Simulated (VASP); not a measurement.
# Sb (Cmcm) in VASP: a series of runs

The runs below take Sb through single point, with PBEsol.

Program: VASP 6.6.1. These are calculated values, not measurements. Logs are shortened: lines on timing, memory, paths and dates and some standing lists are left out, and cuts for length are marked.

### 1 The cell of the first run

Symmetry: Cmcm, No. 63, orthorhombic system. Conventional cell: a = 3.217 Å, b = 6.098 Å, c = 5.330 Å, α = 90.00°, β = 90.00°, γ = 90.00°. Within 4.2 Å of Sb (site symmetry m2m) lie 12 Sb at 3.22 to 3.45 Å.

### 2 Single point, PBEsol (strain -0.0450 x Voigt [1, -1, 0, 0, 0, 0])

The input, INCAR:

```
PREC = Accurate
ENCUT = 520
EDIFF = 1E-6
ISMEAR = 0
SIGMA = 0.15
LREAL = False
LASPH = True
NELM = 60
ALGO = Normal
ISIF = 2
LWAVE = False
LCHARG = False
GGA = PS
NBANDS = 12
```

The input, KPOINTS:

```
Automatic mesh
0
Gamma
  18 18 10
```

The input, POSCAR:

```
Sb
1.0
    3.2173951714      0.0000000000      0.0000000000
   -1.6086975857      3.0489335291      0.0000000000
    0.0000000000      0.0000000000      5.3300000000
Sb
2
Direct
    0.3333333333      0.6666666667      0.2500000000
    0.6666666667      0.3333333333      0.7500000000
```

Potentials or basis: VASP PAW PBE potentials, release 64 (Sb).

On the command line:

```console
$ cat potpaw_PBE.64/Sb/POTCAR > POTCAR
$ mpirun -np 1 vasp_std > vasp.out
```

OUTCAR:

```text
PREC = Accurate
   ENCUT = 520
   EDIFF = 1E-6
   ISMEAR = 0
   LREAL = False
   LASPH = True
   NELM = 60
   ISIF = 2
   GGA = PS

 ion  position               nearest neighbor table
   1  0.333  0.667  0.250-   2 3.27   2 3.27   2 3.27   2 3.27   2 3.35   2 3.35
   2  0.667  0.333  0.750-   1 3.27   1 3.27   1 3.27   1 3.27   1 3.35   1 3.35

  LATTYP: Found a base centered orthorhombic cell.
 ALAT       =     3.2173951714
 B/A-ratio  =     1.8952807266
 C/A-ratio  =     1.6566196305

  Lattice vectors:

 A1 = (   1.6086975857,  -3.0489335291,   0.0000000000)
 A2 = (   1.6086975857,   3.0489335291,   0.0000000000)
 A3 = (   0.0000000000,   0.0000000000,   5.3300000000)

Analysis of symmetry for initial positions (statically):
=====================================================================
 Subroutine PRICEL returns:
 Original cell was already a primitive cell.

 Routine SETGRP: Setting up the symmetry group for a
 base centered orthorhombic supercell.

 Subroutine GETGRP returns: Found  8 space group operations
 (whereof  4 operations were pure point group operations)
 out of a pool of  8 trial point group operations.

The static configuration has the point symmetry C_2h.
 The point group associated with its full space group is D_2h.

Analysis of symmetry for dynamics (positions and initial velocities):
=====================================================================
 Subroutine PRICEL returns:
 Original cell was already a primitive cell.

 Routine SETGRP: Setting up the symmetry group for a
 base centered orthorhombic supercell.

 Subroutine GETGRP returns: Found  8 space group operations
 (whereof  4 operations were pure point group operations)
 out of a pool of  8 trial point group operations.

The dynamic configuration has the point symmetry C_2h.
 The point group associated with its full space group is D_2h.

 Subroutine INISYM returns: Found  8 space group operations
 (whereof  4 operations are pure point group operations),
 and found     1 'primitive' translations

----------------------------------------------------------------------------------------

                                     Primitive cell

  volume of cell :      52.2853

  direct lattice vectors                    reciprocal lattice vectors
     3.217395171  0.000000000  0.000000000     0.310810437  0.163991768  0.000000000
    -1.608697586  3.048933529  0.000000000     0.000000000  0.327983536  0.000000000
     0.000000000  0.000000000  5.330000000     0.000000000  0.000000000  0.187617261

  length of vectors
     3.217395171  3.447303814  5.330000000     0.351420585  0.327983536  0.187617261

  position of ions in fractional coordinates (direct lattice)
     0.333333333  0.666666667  0.250000000
     0.666666667  0.333333333  0.750000000

  ion indices of the primitive-cell ions
   primitive index   ion index
                 1           1
                 2           2

----------------------------------------------------------------------------------------

 KPOINTS: Automatic mesh

Automatic generation of k-mesh.
 Grid dimensions read from file:
 generate k-points for:   18   18   10

 Generating k-lattice:

  Cartesian coordinates                     Fractional coordinates (reciprocal lattice)
     0.017267247  0.009110654  0.000000000     0.055555556 -0.000000000  0.000000000
     0.000000000  0.018221308  0.000000000     0.000000000  0.055555556  0.000000000
     0.000000000  0.000000000  0.018761726     0.000000000  0.000000000  0.100000000

  Length of vectors
     0.019523366  0.018221308  0.018761726

  Shift w.r.t. Gamma in fractional coordinates (k-lattice)
     0.000000000  0.000000000  0.000000000

 Subroutine IBZKPT returns following result:
 ===========================================

 Found    546 irreducible k-points:

 Following reciprocal coordinates:
            Coordinates               Weight
  0.000000  0.000000  0.000000      1.000000
  0.055556  0.000000  0.000000      4.000000
  0.111111  0.000000  0.000000      4.000000
  0.166667  0.000000  0.000000      4.000000
  0.222222  0.000000  0.000000      4.000000
  0.277778  0.000000  0.000000      4.000000
[... 16 lines left out ...]
 -0.333333  0.055556  0.000000      4.000000
 -0.277778  0.055556  0.000000      4.000000
 [... further k-points ...]
   k-points           NKPTS =    546   k-points in BZ     NKDIM =    546   number of bands    NBANDS=     12
   number of dos      NEDOS =    301   number of ions     NIONS =      2
   total plane-waves  NPLWV =  26880
   dimension x,y,z NGX =    24 NGY =   28 NGZ =   40
   dimension x,y,z NGXF=    48 NGYF=   56 NGZF=   80
   ions per type =               2
   NGX,Y,Z   is equivalent  to a cutoff of  12.40, 13.50, 12.48 a.u.
   NGXF,Y,Z  is equivalent  to a cutoff of  24.80, 27.01, 24.95 a.u.
 SYSTEM =  unknown system
   PREC   = accura    normal or accurate (medium, high low for compatibility)
   ISTART =      0    job   : 0-new  1-cont  2-samecut
   ICHARG =      2    charge: 1-file 2-atom 10-const
   ISPIN  =      1    spin polarized calculation?
   LNONCOLLINEAR =      F non collinear calculations
   LSORBIT =      F    spin-orbit coupling
   LASPH  =      T    aspherical Exc in radial PAW
   ENCUT  =  520.0 eV  38.22 Ry    6.18 a.u.   5.98  6.41  9.91*2*pi/ulx,y,z
   NELM   =     60;   NELMIN=  2; NELMDL= -5     # of ELM steps
   EDIFF  = 0.1E-05   stopping-criterion for ELM
   LREAL  =      F    real-space projection
   EDIFFG = 0.1E-04   stopping-criterion for IOM
   NSW    =      0    number of steps for IOM
   IBRION =     -1    ionic relax: 0-MD 1-quasi-New 2-CG
   NFREE  =      0    steps in history (QN), initial steepest desc. (CG)
   ISIF   =      2    stress and relaxation
   ISYM   =      2    0-nonsym 1-usesym 2-fastsym
   POTIM  = 0.5000    time-step for ionic-motion
   TEBEG  =    0.0;   TEEND  =   0.0 temperature during run
   PSTRESS=    0.0 pullay stress
   NELECT =      10.0000    total number of electrons
   NUPDOWN=      -1.0000    fix difference up-down
   EMIN   =  10.00;   EMAX   =-10.00  energy-range for DOS
   EFERMI =   0.00;   METHOD = LEGACY
   ISMEAR =     0;   SIGMA  =   0.15  broadening in eV -4-tet -1-fermi 0-gaus
   EFERMI_NEDOS =   21; number of points for ismear=-14 and -15
   IALGO  =     38    algorithm
   IMIX   =      4    mixing-type and parameters
     AMIX     =   0.40;   BMIX     =  1.00
     AMIX_MAG =   1.60;   BMIX_MAG =  1.00
  volume/ion in A,a.u.               =      26.14       176.42
  Fermi-wavevector in a.u.,A,eV,Ry     =   0.943224  1.782435 12.104723  0.889672
  Thomas-Fermi vector in A             =   2.070911
   LORBIT       =      0    0 simple, 1 ext, 2 COOP (PROOUT), +10 PAW based schemes
   GGA     = PS    functional components
   LHFCALC =     F    Hartree Fock is set to
   AEXX    =    0.0000 exact exchange contribution
   IVDW    =     0    specifies the selected vdW correction
   LEPSILON=     F    determine dielectric tensor
   LRPA    =     F    only Hartree local field effects (RPA)
 non-spin polarized calculation
 Gauss-broadening in eV      SIGMA  =   0.15
  energy-cutoff  :      520.00
  volume of cell :       52.29
 maximum number of plane-waves:      1431
   NGX = 11   NGY = 13   NGZ = 19

 number of electron      10.0000001 magnetization

 Free energy of the ion-electron system (eV)
  ---------------------------------------------------
  ext. energy  EPLUGINS =         0.00000000
  ---------------------------------------------------
  free energy    TOTEN  =        -8.67062435 eV

  energy without entropy =       -8.65471788  energy(sigma->0) =       -8.66267112

 E-fermi :   8.7325     XC(G=0): -10.4561

 val. band max:        8.7275914103   @ k =   0.1111   0.2778   0.4000
 cond. band min:       8.7338872342   @ k =   0.3889   0.0000   0.1000
 fundamental gap:      0.0062958240
 Fermi energy:         8.7325296310

 k-point     1 :       0.0000    0.0000    0.0000
  band No.  band energies     occupation
      1      -4.4250      2.00000
      2      -0.2041      2.00000
      3       2.7958      2.00000
      4      11.3982      0.00000
      5      12.7614      0.00000
      6      13.0614      0.00000
      7      14.6207      0.00000
      8      14.7526      0.00000
      9      16.3476      0.00000
     10      17.8601      0.00000
     11      17.9324      0.00000
     12      19.2826      0.00000

 k-point     2 :       0.0556    0.0000    0.0000
  band No.  band energies     occupation
      1      -4.3674      2.00000
      2      -0.1536      2.00000
      3       2.8562      2.00000
      4      11.1537      0.00000
      5      12.1423      0.00000
      6      13.1783      0.00000
      7      14.2439      0.00000
      8      14.6756      0.00000
      9      16.6085      0.00000
     10      17.6795      0.00000
     11      18.1378      0.00000
     12      19.4111      0.00000

 k-point     3 :       0.1111    0.0000    0.0000
  band No.  band energies     occupation
      1      -4.1947      2.00000
      2      -0.0033      2.00000
      3       3.0366      2.00000
      4      10.4729      0.00000
      5      11.0355      0.00000
      6      12.9470      0.00000
      7      13.6950      0.00000
      8      14.4151      0.00000
      9      16.4993      0.00000
     10      17.4872      0.00000
     11      18.5126      0.00000
     12      19.0360      0.00000
[... 286 lines left out ...]
 k-point    23 :      -0.3333    0.0556    0.0000
  band No.  band energies     occupation
      1      -2.6198      2.00000
      2       1.2137      2.00000
      3       4.6517      2.00000
      4       5.6311      2.00000
      5       8.3924      1.99866
      6       9.6054      0.00000
      7      11.5421      0.00000
      8      12.5750      0.00000
      9      13.6663      0.00000
     10      16.3754      0.00000
     11      17.6273      0.00000
     12      18.0943      0.00000

 k-point    24 :      -0.2778    0.0556    0.0000
  band No.  band energies     occupation
      1      -3.1891      2.00000
      2       0.8300      2.00000
      3       4.0733      2.00000
      4       6.8913      2.00000
      5       9.1963      0.00001
      6      10.4893      0.00000
      7      12.5879      0.00000
      8      12.9403      0.00000
      9      14.2367      0.00000
     10      16.9811      0.00000
     11      17.6354      0.00000
     12      18.2639      0.00000

 [... further k-points ...]

------------------------ aborting loop because EDIFF is reached ----------------------------------------

  FORCE on cell =-STRESS in cart. coord.  units (eV):
  Direction    XX          YY          ZZ          XY          YZ          ZX
  --------------------------------------------------------------------------------------
  -------------------------------------------------------------------------------------
  Total        0.2678306     -0.1901454      0.1707496      0.0000000      0.0000000      0.0000000
  in kB        8.2071288     -5.8266231      5.2322761      0.0000000      0.0000000      0.0000000
  external PRESSURE =       2.5375939 kB  Pullay stress =       0.0000000 kB

 VOLUME and BASIS-vectors are now :
 -----------------------------------------------------------------------------
  energy-cutoff  :      520.00
  volume of cell :       52.29
      direct lattice vectors                 reciprocal lattice vectors
     3.217395171  0.000000000  0.000000000     0.310810437  0.163991768  0.000000000
    -1.608697586  3.048933529  0.000000000     0.000000000  0.327983536  0.000000000
     0.000000000  0.000000000  5.330000000     0.000000000  0.000000000  0.187617261

 POSITION                                       TOTAL-FORCE (eV/Angst)
 -----------------------------------------------------------------------------------
     -0.00000      2.03262      1.33250         0.000000      0.095826      0.000000
      1.60870      1.01631      3.99750         0.000000     -0.095826      0.000000
 -----------------------------------------------------------------------------------
    total drift:                               -0.000000      0.000000      0.000000

  FREE ENERGIE OF THE ION-ELECTRON SYSTEM (eV)
  ---------------------------------------------------
  free  energy   TOTEN  =        -8.6706243467 eV

  energy  without entropy=       -8.6547178834  energy(sigma->0) =       -8.66267112
```

Run time: 3.4 min. Hardware: 1 thread of Intel Xeon 8259CL, shared host; peak memory 0.4 GiB.

What came out:

```yaml
Free_energy: -8.6706 eV
Pressure: 0.3 GPa
Largest_force: 0.096 eV/Å
Band_gap_on_the_k_mesh: zero (bands 5 and 6 overlap by 7.46 eV)
```

Forces on the atoms (eV/Å):
```
Sb   0.000  0.096  0.000
Sb   0.000 -0.096  0.000
```

Stress tensor (GPa, compression positive):
```
 0.82  0.00  0.00
 0.00 -0.58  0.00
 0.00  0.00  0.52
```

Caveat: the cell differs from its parent crystal (strain -0.0450 x Voigt [1, -1, 0, 0, 0, 0]); the PAW data sets were made with another functional, which shifts forces and pressure a little; spin-orbit coupling is left out, which moves the levels of the heavy elements.

(Continued in part 2 of 2.)
